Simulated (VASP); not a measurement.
The system is Si3Ge.

```
CELL_PARAMETERS angstrom
2.71181 0.00000 0.00000
-1.35590 2.34850 0.00000
0.00000 0.00000 10.18619
ATOMIC_POSITIONS crystal
Si 0.00000 0.00000 0.00000
Si 0.00000 0.00000 0.25000
Si 0.00000 0.00000 0.75000
Ge 0.00000 0.00000 0.50000
```

```yaml
Program: VASP 6.6.1
Task: relaxation of cell and atoms
Functional: PBE
Potentials_or_basis: VASP PAW PBE potentials, release 64 (Si, Ge_d)
Cutoff: 500 eV
k_mesh: 6 × 6 × 2
Occupations: gaussian, width 0.1 eV
Spin: no spin polarisation
```

At the start: pressure -0.5 GPa; volume 16.22 Å³/atom.

Where does the relaxation end?

Over 7 steps the energy falls by 58.4 meV/atom and the volume is 16.28 Å³/atom (+0.4 %); space group P6/mmm (No. 191, to 0.1 Å) before and after.

The path:
| step | energy change (eV) | largest force (eV/Å) | pressure (GPa) | volume (Å³) |
| --- | --- | --- | --- | --- |
| 1 | 0.0000 | 0.6388 | -0.48 | 64.87 |
| 2 | -0.2146 | 0.3308 | 0.55 | 64.32 |
| 3 | -0.2169 | 0.3038 | 0.69 | 64.26 |
| 4 | -0.2170 | 0.2938 | 0.75 | 64.24 |
| 5 | -0.2264 | 0.2073 | -0.15 | 64.94 |
| 6 | -0.2293 | 0.1211 | -1.05 | 65.72 |
| 7 | -0.2334 | 0.0246 | -0.08 | 65.12 |

Final structure:
```xyz
4
Lattice="2.6525 0.0000 0.0000 -1.3262 2.2971 0.0000 0.0000 0.0000 10.6878" Properties=species:S:1:pos:R:3 pbc="T T T"
Si    0.0000    0.0000    0.0000
Si   -1.3262    2.2971    2.5827
Si    0.0000    0.0000    8.1052
Ge    0.0000    0.0000    5.3439
```

Caveat: the k points lie up to 0.46 Å⁻¹ apart in the final cell; the highest band is partly filled, so the run has too few bands.
